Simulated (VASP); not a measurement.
## MgZn3Te4: single point with PBE

Crystal: MgZn3Te4.

```xyz
8
Lattice="6.2646 0.0000 0.0000 0.0000 6.2646 0.0000 0.0000 0.0000 6.2646" Properties=species:S:1:pos:R:3 pbc="T T T"
Mg    0.0000    0.0000    0.0000
Zn    0.0000    3.1323    3.1323
Zn    3.1323    0.0000    3.1323
Zn    3.1323    3.1323    0.0000
Te    1.6084    1.6084    4.6562
Te    1.6084    4.6562    1.6084
Te    4.6562    1.6084    1.6084
Te    4.6562    4.6562    4.6562
```

- Program: VASP 6.6.1
- Task: single point
- Functional: PBE
- Potentials or basis: VASP PAW PBE potentials, release 64 (Mg, Zn, Te)
- Cutoff: 520 eV
- k mesh: 4 × 4 × 4
- Occupations: gaussian, width 0.1 eV
- Spin: no spin polarisation

- Pressure: 0.1 GPa
- Largest force: 0.008 eV/Å
- Band gap on the k mesh: 1.24 eV

Forces in eV/Å, atoms in the order of the input:
```
Mg   0.000  0.000  0.000
Zn   0.000  0.000  0.000
Zn   0.000  0.000  0.000
Zn   0.000  0.000  0.000
Te  -0.005 -0.005  0.005
Te  -0.005  0.005 -0.005
Te   0.005 -0.005 -0.005
Te   0.005  0.005  0.005
```

Levels at points of the mesh, in eV from the valence-band top:
```csv
k point,band 27,band 28,band 29,band 30,band 31,band 32,band 33,band 34,band 35,band 36
"(0.00, 0.00, 0.00)",-1.77,-1.77,0.00,0.00,0.00,1.24,2.40,2.40,2.59,2.59
"(0.50, 0.00, 0.00)",-2.16,-1.18,-1.18,-0.90,-0.90,2.76,3.11,3.70,3.71,4.47
"(0.50, 0.50, 0.00)",-2.06,-0.84,-0.74,-0.71,-0.71,3.13,3.13,3.38,3.98,5.29
"(0.50, 0.50, 0.50)",-0.69,-0.69,-0.67,-0.67,-0.67,1.79,1.79,1.79,3.04,5.03
```

Run time: 100 s on 1 thread of AMD EPYC 9R45 96-Core Processor (Zen 5) (shared host), peak memory 0.34 GiB.

Caveat: spin-orbit coupling is left out, which moves the levels of the heavy elements.
